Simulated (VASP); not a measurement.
# InSb (P4/mmm) in VASP: further runs

Runs on InSb. Level: LDA. Tasks: single point, relaxation of cell and atoms.

All numbers are computed with VASP 6.6.1; they aren't measurements. Logs are shortened: lines on timing, memory, paths and dates and some standing lists are left out, and cuts for length are marked.

## (1) The cell of the first run

Symmetry: P4/mmm, No. 123, tetragonal system. The conventional cell has a = 3.008 Å, b = 3.008 Å, c = 6.033 Å, α = 90.00°, β = 90.00°, γ = 90.00°. Within 4.0 Å of In (site symmetry 4/mmm) lie 4 In at 3.01 Å and 2 Sb at 3.02 Å. Within 4.0 Å of Sb (site symmetry 4/mmm) lie 4 Sb at 3.01 Å and 2 In at 3.02 Å.

## (2) Single point, LDA

File INCAR:

```
PREC = Accurate ; ENCUT = 520
EDIFF = 1E-6 ; ISMEAR = 0
SIGMA = 0.1 ; LREAL = F
LASPH = T ; NELM = 100
ALGO = Normal ; ISIF = 2
LWAVE = F ; LCHARG = T
GGA = CA ; LELF = T
LVHAR = T ; NBANDS = 16
```

File KPOINTS:

```
regular mesh
0
Gamma
  14 14 8
```

File POSCAR:

```
InSb
1.0
    3.0082848040      0.0000000000      0.0000000000
    0.0000000000      3.0082848040      0.0000000000
    0.0000000000      0.0000000000      6.0325054265
In Sb
1 1
Direct
    0.0000000000      0.0000000000      0.0000000000
    0.0000000000      0.0000000000      0.5000000000
```

Potentials or basis: VASP PAW LDA potentials, release 64 (In_d, Sb).

Launch:

```
$ cat potpaw_LDA.64/In_d/POTCAR potpaw_LDA.64/Sb/POTCAR > POTCAR
$ mpirun -np 1 vasp_std > vasp.out
```

OUTCAR:

```text
PREC = Accurate
   ENCUT = 520
   EDIFF = 1E-6
   ISMEAR = 0
   LREAL = F
   LASPH = T
   NELM = 100
   ISIF = 2
   GGA = CA

 ion  position               nearest neighbor table
   1  0.000  0.000  0.000-   2 3.02   2 3.02
   2  0.000  0.000  0.500-   1 3.02   1 3.02

  LATTYP: Found a simple tetragonal cell.
 ALAT       =     3.0082848040
 C/A-ratio  =     2.0052973104

  Lattice vectors:

 A1 = (   3.0082848040,   0.0000000000,   0.0000000000)
 A2 = (   0.0000000000,   3.0082848040,   0.0000000000)
 A3 = (   0.0000000000,   0.0000000000,   6.0325054265)

Analysis of symmetry for initial positions (statically):
=====================================================================
 Subroutine PRICEL returns:
 Original cell was already a primitive cell.

 Routine SETGRP: Setting up the symmetry group for a
 simple tetragonal supercell.

 Subroutine GETGRP returns: Found 16 space group operations
 (whereof 16 operations were pure point group operations)
 out of a pool of 16 trial point group operations.

The static configuration has the point symmetry D_4h.

Analysis of symmetry for dynamics (positions and initial velocities):
=====================================================================
 Subroutine PRICEL returns:
 Original cell was already a primitive cell.

 Routine SETGRP: Setting up the symmetry group for a
 simple tetragonal supercell.

 Subroutine GETGRP returns: Found 16 space group operations
 (whereof 16 operations were pure point group operations)
 out of a pool of 16 trial point group operations.

The dynamic configuration has the point symmetry D_4h.

 Subroutine INISYM returns: Found 16 space group operations
 (whereof 16 operations are pure point group operations),
 and found     1 'primitive' translations

----------------------------------------------------------------------------------------

                                     Primitive cell

  volume of cell :      54.5928

  direct lattice vectors                    reciprocal lattice vectors
     3.008284804  0.000000000  0.000000000     0.332415335  0.000000000  0.000000000
     0.000000000  3.008284804  0.000000000     0.000000000  0.332415335  0.000000000
     0.000000000  0.000000000  6.032505427     0.000000000  0.000000000  0.165768603

  length of vectors
     3.008284804  3.008284804  6.032505427     0.332415335  0.332415335  0.165768603

  position of ions in fractional coordinates (direct lattice)
     0.000000000  0.000000000  0.000000000
     0.000000000  0.000000000  0.500000000

  ion indices of the primitive-cell ions
   primitive index   ion index
                 1           1
                 2           2

----------------------------------------------------------------------------------------

 KPOINTS: regular mesh

Automatic generation of k-mesh.
 Grid dimensions read from file:
 generate k-points for:   14   14    8

 Generating k-lattice:

  Cartesian coordinates                     Fractional coordinates (reciprocal lattice)
     0.023743952  0.000000000  0.000000000     0.071428571  0.000000000  0.000000000
     0.000000000  0.023743952  0.000000000     0.000000000  0.071428571  0.000000000
     0.000000000  0.000000000  0.020721075     0.000000000  0.000000000  0.125000000

  Length of vectors
     0.023743952  0.023743952  0.020721075

  Shift w.r.t. Gamma in fractional coordinates (k-lattice)
     0.000000000  0.000000000  0.000000000

 Subroutine IBZKPT returns following result:
 ===========================================

 Found    180 irreducible k-points:

 Following reciprocal coordinates:
            Coordinates               Weight
  0.000000  0.000000  0.000000      1.000000
  0.071429  0.000000  0.000000      4.000000
  0.142857  0.000000  0.000000      4.000000
  0.214286  0.000000  0.000000      4.000000
  0.285714  0.000000  0.000000      4.000000
  0.357143  0.000000  0.000000      4.000000
[... 16 lines left out ...]
  0.285714  0.214286  0.000000      8.000000
  0.357143  0.214286  0.000000      8.000000
 [... further k-points ...]
   k-points           NKPTS =    180   k-points in BZ     NKDIM =    180   number of bands    NBANDS=     16
   number of dos      NEDOS =    301   number of ions     NIONS =      2
   total plane-waves  NPLWV =  27648
   dimension x,y,z NGX =    24 NGY =   24 NGZ =   48
   dimension x,y,z NGXF=    48 NGYF=   48 NGZF=   96
   ions per type =               1   1
   NGX,Y,Z   is equivalent  to a cutoff of  13.26, 13.26, 13.23 a.u.
   NGXF,Y,Z  is equivalent  to a cutoff of  26.53, 26.53, 26.46 a.u.
 SYSTEM =  unknown system
   PREC   = accura    normal or accurate (medium, high low for compatibility)
   ISTART =      0    job   : 0-new  1-cont  2-samecut
   ICHARG =      2    charge: 1-file 2-atom 10-const
   ISPIN  =      1    spin polarized calculation?
   LNONCOLLINEAR =      F non collinear calculations
   LSORBIT =      F    spin-orbit coupling
   LASPH  =      T    aspherical Exc in radial PAW
[... 42 lines left out ...]

  energy without entropy =       -7.93219909  energy(sigma->0) =       -7.93488826

 E-fermi :   7.3078     XC(G=0): -10.2103

 val. band max:        7.2833999653   @ k =   0.2143   0.1429   0.0000
 cond. band min:       7.3105012919   @ k =   0.2143   0.1429   0.1250
 fundamental gap:      0.0271013266
 Fermi energy:         7.3078008128

 k-point     1 :       0.0000    0.0000    0.0000
  band No.  band energies     occupation
      1      -7.6878      2.00000
      2      -7.4609      2.00000
      3      -7.0040      2.00000
      4      -7.0040      2.00000
      5      -6.8899      2.00000
      6      -4.7170      2.00000
[... 8 lines left out ...]
     15      16.5796      0.00000
     16      17.4227      0.00000

 k-point     2 :       0.0714    0.0000    0.0000
  band No.  band energies     occupation
      1      -7.6670      2.00000
      2      -7.4477      2.00000
      3      -7.0193      2.00000
      4      -7.0028      2.00000
      5      -6.9010      2.00000
      6      -4.6343      2.00000
[... 8 lines left out ...]
     15      16.6896      0.00000
     16      17.8511      0.00000

 k-point     3 :       0.1429    0.0000    0.0000
  band No.  band energies     occupation
      1      -7.6176      2.00000
      2      -7.4022      2.00000
      3      -7.0615      2.00000
      4      -6.9993      2.00000
      5      -6.9319      2.00000
      6      -4.3869      2.00000
[... 8 lines left out ...]
     15      16.8888      0.00000
     16      17.0134      0.00000

 k-point     4 :       0.2143    0.0000    0.0000
  band No.  band energies     occupation
      1      -7.5682      2.00000
      2      -7.3150      2.00000
      3      -7.1213      2.00000
      4      -6.9943      2.00000
      5      -6.9761      2.00000
      6      -3.9792      2.00000
[... 8 lines left out ...]
     15      17.2762      0.00000
     16      17.5306      0.00000

 k-point     5 :       0.2857    0.0000    0.0000
  band No.  band energies     occupation
      1      -7.5333      2.00000
      2      -7.1990      2.00000
      3      -7.1863      2.00000
      4      -7.0247      2.00000
      5      -6.9888      2.00000
      6      -3.4243      2.00000
[... 8 lines left out ...]
     15      17.7119      0.00000
     16      18.2030      0.00000

 k-point     6 :       0.3571    0.0000    0.0000
  band No.  band energies     occupation
      1      -7.5105      2.00000
      2      -7.2437      2.00000
      3      -7.0867      2.00000
      4      -7.0681      2.00000
      5      -6.9837      2.00000
      6      -2.7611      2.00000
[... 8 lines left out ...]
     15      18.2327      0.00000
     16      18.9588      0.00000
[... 267 lines left out ...]
 k-point    21 :       0.5000    0.1429    0.0000
  band No.  band energies     occupation
      1      -7.3745      2.00000
      2      -7.2876      2.00000
      3      -7.1752      2.00000
      4      -7.0314      2.00000
      5      -6.9550      2.00000
      6      -1.4620      2.00000
[... 8 lines left out ...]
     15      17.1344      0.00000
     16      18.6593      0.00000

 k-point    22 :       0.2143    0.2143    0.0000
  band No.  band energies     occupation
      1      -7.3303      2.00000
      2      -7.2797      2.00000
      3      -7.1162      2.00000
      4      -7.0992      2.00000
      5      -7.0817      2.00000
      6      -3.2458      2.00000
[... 8 lines left out ...]
     15      15.4132      0.00000
     16      17.4370      0.00000

 k-point    23 :       0.2857    0.2143    0.0000
  band No.  band energies     occupation
      1      -7.2845      2.00000
      2      -7.1725      2.00000
      3      -7.1717      2.00000
      4      -7.1372      2.00000
      5      -7.0990      2.00000
      6      -2.6933      2.00000
[... 8 lines left out ...]
     15      15.7280      0.00000
     16      16.5654      0.00000

 k-point    24 :       0.3571    0.2143    0.0000
  band No.  band energies     occupation
      1      -7.2706      2.00000
      2      -7.2268      2.00000
      3      -7.1944      2.00000
      4      -7.0926      2.00000
      5      -7.0408      2.00000
      6      -2.0314      2.00000
[... 8 lines left out ...]
     15      15.5953      0.00000
     16      16.3250      0.00000

 [... further k-points ...]
[... 5 lines left out ...]
  --------------------------------------------------------------------------------------
  -------------------------------------------------------------------------------------
  Total        0.0375456      0.0375456      0.0085153      0.0000000      0.0000000     -0.0000000
  in kB        1.1018778      1.1018778      0.2499057      0.0000000      0.0000000     -0.0000000
  external PRESSURE =       0.8178871 kB  Pullay stress =       0.0000000 kB

 VOLUME and BASIS-vectors are now :
 -----------------------------------------------------------------------------
  energy-cutoff  :      520.00
  volume of cell :       54.59
      direct lattice vectors                 reciprocal lattice vectors
     3.008284804  0.000000000  0.000000000     0.332415335  0.000000000  0.000000000
     0.000000000  3.008284804  0.000000000     0.000000000  0.332415335  0.000000000
     0.000000000  0.000000000  6.032505427     0.000000000  0.000000000  0.165768603

 POSITION                                       TOTAL-FORCE (eV/Angst)
 -----------------------------------------------------------------------------------
      0.00000      0.00000      0.00000         0.000000      0.000000      0.000000
      0.00000      0.00000      3.01625         0.000000      0.000000      0.000000
 -----------------------------------------------------------------------------------
    total drift:                                0.000000      0.000000     -0.000000

  FREE ENERGIE OF THE ION-ELECTRON SYSTEM (eV)
  ---------------------------------------------------
  free  energy   TOTEN  =        -7.9375774347 eV

  energy  without entropy=       -7.9321990861  energy(sigma->0) =       -7.93488826
```

Wall time 68 s (1 thread of AMD EPYC 9R45 (Zen 5), shared host); peak memory 0.24 GiB.

Results:

```
Free energy            : -7.9376 eV
Pressure               : 0.1 GPa
Band gap on the k mesh : zero (band 9 reaches 11.77 eV, above the bottom of band 10 at 5.57 eV)
```

Stress tensor (GPa, compression positive):
```
0.11 0.00 0.00
0.00 0.11 0.00
0.00 0.00 0.02
```

Levels at points of the mesh, in eV from the Fermi level:
```csv
k point,band 7,band 8,band 9,band 10,band 11,band 12
"(0.00, 0.00, 0.00)",-7.07,-4.94,4.43,4.43,5.52,7.88
"(0.50, 0.00, 0.00)",-5.38,-3.27,-2.46,-1.74,2.93,6.81
"(0.50, 0.50, 0.00)",-3.07,-3.07,-0.10,0.99,0.99,1.02
"(0.00, 0.00, 0.50)",-8.55,-0.85,0.18,4.65,4.65,7.92
"(0.50, 0.00, 0.50)",-5.06,-5.02,-2.65,1.97,3.21,5.85
"(0.50, 0.50, 0.50)",-2.82,-2.82,-1.56,0.20,0.20,2.98
```

Caveat: spin-orbit coupling is left out, which moves the levels of the heavy elements.

## (3) Single point, LDA

File INCAR:

```
PREC     = Accurate       # precision mode
ENCUT    = 520            # plane-wave cutoff, eV
EDIFF    = 1E-6           # SCF threshold, eV
ISMEAR   = 0              # smearing method
SIGMA    = 0.15           # smearing width, eV
LREAL    = False          # projectors in reciprocal space
LASPH    = True           # aspherical terms in the spheres
NELM     = 100            # most SCF steps
ALGO     = Normal         # electronic algorithm
ISIF     = 2              # what is computed and relaxed
LWAVE    = False          # write WAVECAR
LCHARG   = False          # write CHGCAR
GGA      = CA             # functional
NBANDS   = 16             # bands
```

KPOINTS is that of step 2.

POSCAR is that of step 2.

Potentials or basis: VASP PAW LDA potentials, release 64 (In_d, Sb).

Launch:

```
$ cat potpaw_LDA.64/In_d/POTCAR potpaw_LDA.64/Sb/POTCAR > POTCAR
$ mpirun -np 1 vasp_std > vasp.out
```

Wall time 57 s (1 thread of AMD EPYC 9R45 (Zen 5), shared host); peak memory 0.24 GiB.

It converged, with:

| Property | Result |
| --- | --- |
| Free energy | -7.9411 eV |
| Pressure | 0.1 GPa |
| Band gap on the k mesh | zero (band 9 reaches 11.76 eV, above the bottom of band 10 at 5.57 eV) |

Levels at points of the mesh, in eV from the Fermi level:
```
           k point  band 7  band 8  band 9  band 10  band 11  band 12
(0.00, 0.00, 0.00)   -7.06   -4.94    4.43     4.43     5.52     7.88
(0.50, 0.00, 0.00)   -5.38   -3.26   -2.46    -1.73     2.93     6.80
(0.50, 0.50, 0.00)   -3.07   -3.07   -0.10     0.99     0.99     1.03
(0.00, 0.00, 0.50)   -8.55   -0.86    0.18     4.65     4.65     7.92
(0.50, 0.00, 0.50)   -5.07   -5.02   -2.65     1.97     3.22     5.85
(0.50, 0.50, 0.50)   -2.83   -2.83   -1.55     0.20     0.20     2.97
```

Caveat: spin-orbit coupling is left out, which moves the levels of the heavy elements.

## (4) Single point, LDA

File INCAR:

```
ALGO     = Normal         # electronic algorithm
EDIFF    = 1E-6           # SCF threshold, eV
ENCUT    = 520            # plane-wave cutoff, eV
ISIF     = 2              # what is computed and relaxed
ISMEAR   = 0              # smearing method
LASPH    = T              # aspherical terms in the spheres
LCHARG   = F              # write CHGCAR
LREAL    = F              # projectors in reciprocal space
LWAVE    = F              # write WAVECAR
NBANDS   = 16             # bands
NELM     = 60             # most SCF steps
PREC     = Accurate       # precision mode
SIGMA    = 0.15           # smearing width, eV
```

File KPOINTS:

```
k-points
0
Gamma
  16 16 8
```

POSCAR is that of step 3.

Launch:

```
$ cat potpaw_LDA.64/In_d/POTCAR potpaw_LDA.64/Sb/POTCAR > POTCAR
$ mpirun -np 1 vasp_std > vasp.out
```

Run time: 71 s. Hardware: 1 thread of AMD EPYC 9R45 (Zen 5), shared host; peak memory 0.28 GiB.

Results (log left out):

* Free energy: -7.9657 eV
* Pressure: 0.1 GPa
* Band gap on the k mesh: zero (band 9 reaches 11.76 eV, above the bottom of band 10 at 5.58 eV)

Stress tensor (GPa, compression positive):
```
0.03 0.00 0.00
0.00 0.03 0.00
0.00 0.00 0.26
```

Levels at points of the mesh, in eV from the Fermi level:
```
           k point  band 7  band 8  band 9  band 10  band 11  band 12
(0.00, 0.00, 0.00)   -7.07   -4.96    4.41     4.41     5.51     7.85
(0.50, 0.00, 0.00)   -5.41   -3.27   -2.47    -1.75     2.92     6.78
(0.50, 0.50, 0.00)   -3.10   -3.10   -0.11     0.98     0.98     1.02
(0.00, 0.00, 0.50)   -8.56   -0.87    0.17     4.62     4.62     7.90
(0.50, 0.00, 0.50)   -5.09   -5.02   -2.66     1.95     3.20     5.84
(0.50, 0.50, 0.50)   -2.85   -2.85   -1.56     0.19     0.19     2.95
```

Caveat: spin-orbit coupling is left out, which moves the levels of the heavy elements.

## (5) Relaxation of cell and atoms, LDA

This run uses another cell than the first one, of 29.42 Å³/atom, 1.078 times its volume.

File INCAR:

```
ALGO = Normal
EDIFF = 1E-6
EDIFFG = -0.005
ENCUT = 600
IBRION = 2
ISIF = 3
ISMEAR = 0
LASPH = T
LCHARG = F
LREAL = F
LWAVE = F
NELM = 100
NSW = 100
PREC = Accurate
SIGMA = 0.1
```

File KPOINTS:

```
k-points
0
Gamma
  14 14 8
```

File POSCAR:

```
InSb
1.0
    3.0766560000      0.0000000000      0.0000000000
    0.0000000000      3.0766560000      0.0000000000
    0.0000000000      0.0000000000      6.2154700000
In Sb
1 1
Direct
    0.0000000000      0.0000000000      0.0000000000
    0.0000000000      0.0000000000      0.5000000000
```

Launch:

```
$ cat potpaw_LDA.64/In_d/POTCAR potpaw_LDA.64/Sb/POTCAR > POTCAR
$ mpirun -np 1 vasp_std > vasp.out
```

It took 5.2 min on 1 thread of AMD EPYC 9R45 (Zen 5), shared host; peak memory 0.3 GiB.

The run converged. Its results:

| Property | Result |
| --- | --- |
| Free energy | -7.9379 eV |
| Relaxed volume | 27.38 Å³/atom |
| Relaxed cell | a = 3.012 Å, b = 3.012 Å, c = 6.036 Å, α = 90.00°, β = 90.00°, γ = 90.00° |
| Space group after relaxing (to 0.05 Å) | P4/mmm (No. 123) |
| Energy gained by relaxing | 23.1 meV/atom |
| Ionic steps | 8 |
| Pressure after relaxing | 0.0 GPa |
| Band gap on the k mesh | zero (band 9 reaches 11.71 eV, above the bottom of band 10 at 5.55 eV) |

Step by step:
| step | energy change (eV) | largest force (eV/Å) | pressure (GPa) | volume (Å³) |
| --- | --- | --- | --- | --- |
| 1 | 0.0000 | 0.0000 | -3.38 | 58.83 |
| 2 | -0.0419 | 0.0000 | 1.19 | 53.71 |
| 3 | -0.0456 | 0.0000 | 0.00 | 54.78 |
| 4 | -0.0456 | 0.0000 | 0.08 | 54.70 |
| 5 | -0.0461 | 0.0000 | 0.08 | 54.68 |
| 6 | -0.0461 | 0.0000 | 0.08 | 54.67 |
| 7 | -0.0461 | 0.0000 | -0.03 | 54.78 |
| 8 | -0.0461 | 0.0000 | 0.00 | 54.76 |

Final structure:
```yaml
crystal:
  lattice:
    - [3.01187, 0.00000, 0.00000]
    - [0.00000, 3.01187, 0.00000]
    - [0.00000, 0.00000, 6.03616]
  atoms:
    - { symbol: In, position: [0.00000, 0.00000, 0.00000] }
    - { symbol: Sb, position: [0.00000, 0.00000, 0.50000] }
```

Levels at points of the mesh, in eV from the Fermi level:
| k point | band 6 | band 7 | band 8 | band 9 | band 10 | band 11 | band 12 | band 13 |
| --- | --- | --- | --- | --- | --- | --- | --- | --- |
| (0.00, 0.00, 0.00) | -12.00 | -7.05 | -4.92 | 4.41 | 4.41 | 5.52 | 7.87 | 8.62 |
| (0.50, 0.00, 0.00) | -9.09 | -5.36 | -3.27 | -2.45 | -1.73 | 2.94 | 6.78 | 8.33 |
| (0.50, 0.50, 0.00) | -5.98 | -3.06 | -3.06 | -0.10 | 0.99 | 0.99 | 1.00 | 2.69 |
| (0.00, 0.00, 0.50) | -11.85 | -8.53 | -0.85 | 0.19 | 4.63 | 4.63 | 7.91 | 8.33 |
| (0.50, 0.00, 0.50) | -9.04 | -5.04 | -5.01 | -2.64 | 1.96 | 3.21 | 5.86 | 6.76 |
| (0.50, 0.50, 0.50) | -5.98 | -2.81 | -2.81 | -1.57 | 0.20 | 0.20 | 2.98 | 4.72 |

Caveat: spin-orbit coupling is left out, which moves the levels of the heavy elements.

## (6) Overview

| task | cell | k mesh | cutoff (eV) | smearing | gap on the mesh (eV) | pressure (GPa) |
| --- | --- | --- | --- | --- | --- | --- |
| single point | a = 3.008, b = 3.008, c = 6.033 Å, 2 atoms | 14 × 14 × 8 | 520 | gaussian 0.1 eV | none | 0.1 |
| single point | a = 3.008, b = 3.008, c = 6.033 Å, 2 atoms | 14 × 14 × 8 | 520 | gaussian 0.15 eV | none | 0.1 |
| single point | a = 3.008, b = 3.008, c = 6.033 Å, 2 atoms | 16 × 16 × 8 | 520 | gaussian 0.15 eV | none | 0.1 |
| relaxation of cell and atoms | relaxed from a = 3.077, b = 3.077, c = 6.215 Å, 2 atoms | 14 × 14 × 8 | 600 | gaussian 0.1 eV | none | 0.0 |

Alike in all rows: level LDA; potentials or basis VASP PAW LDA potentials, release 64 (In_d, Sb); no spin polarisation.

Every run on the cell as given and a fine mesh finds a metal.

Caveats: spin-orbit coupling is left out, which moves the levels of the heavy elements.

Absolute energies hang on the potentials; compare differences alone.
